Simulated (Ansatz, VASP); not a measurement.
## SnS2 in VASP and in Ansatz

```
CELL_PARAMETERS angstrom
3.70444 0.00000 0.00000
-1.85222 3.20813 0.00000
0.00000 0.00000 6.93714
ATOMIC_POSITIONS crystal
Sn 0.00000 0.00000 0.00000
S 0.33333 0.66667 0.21291
S 0.66667 0.33333 0.78709
```

Alike in both runs: functional PBE; k mesh 6 × 6 × 4; no spin polarisation.

Ansatz relaxed the structure, and its values are those at the end. VASP's run is a single point on that final structure, the one shown.

|  | VASP | Ansatz |
| --- | --- | --- |
| version | VASP 6.6.1 | Ansatz 0.2.0 |
| potentials or method | VASP PAW PBE potentials, release 64 (Sn_d, S) | plane waves, PAW |
| plane-wave cutoff (eV) | 500 | 420 |
| occupations | gaussian, width 0.01 eV | fixed |
| valence electrons in the cell | 26 | 26 |

```csv
,VASP,Ansatz,Ansatz less VASP
pressure (GPa),-0.1,0.0,+0.08
```
